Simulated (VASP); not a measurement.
Set up this calculation in VASP 6.6.1, as the native input.

| Property | Result |
| --- | --- |
| Task | relaxation of cell and atoms |
| Functional | PBE |
| Potentials or basis | VASP PAW PBE potentials, release 64 (Sn_d, O) |
| Cutoff | 600 eV |
| k mesh | 18 × 18 × 18 |
| Occupations | gaussian, width 0.1 eV |
| Spin | no spin polarisation |
| Dipole correction | no |
| Further INCAR settings | ALGO = Normal; EDIFF = 1e-06; IBRION = 2; EDIFFG = -0.01; NSW = 100; ISIF = 3 |

The structure of SnO lies in POSCAR:

```
SnO
1.0
    3.1317872361      0.0000000000      0.0000000000
    0.0000000000      3.1317872361      0.0000000000
    0.0000000000      0.0000000000      3.1317872361
Sn O
1 1
Direct
    0.5000000000      0.5000000000      0.5000000000
    0.0000000000      0.0000000000      0.0000000000
```

One way to write it, as run:

INCAR

```
  ALGO = Normal
  EDIFF = 1E-6
  EDIFFG = -0.01
  ENCUT = 600
  GGA = PE
  IBRION = 2
  ISIF = 3
  ISMEAR = 0
  LASPH = True
  LCHARG = False
  LREAL = False
  LWAVE = False
  NELM = 100
  NSW = 100
  PREC = Accurate
  SIGMA = 0.1
```

KPOINTS

```
k-points
0
Gamma
  18 18 18
```

Potentials or basis: VASP PAW PBE potentials, release 64 (Sn_d, O).

The run is started by

```bash
$ cat potpaw_PBE.64/Sn_d/POTCAR potpaw_PBE.64/O/POTCAR > POTCAR
$ mpirun -np 1 vasp_std > vasp.out
```

Results of the run:

| Item | Value |
| --- | --- |
| Pressure after relaxing | -0.1 GPa |
| Band gap on the k mesh | zero (band 10 reaches 8.11 eV, above the bottom of band 11 at 8.04 eV) |

Caveat: the relaxation stopped at its first step, so nothing moved; spin-orbit coupling is left out, which moves the levels of the heavy elements.

It took 54 s on 1 thread of AMD EPYC 9R45 96-Core Processor (Zen 5), with other jobs on the host, peak memory 0.22 GiB.
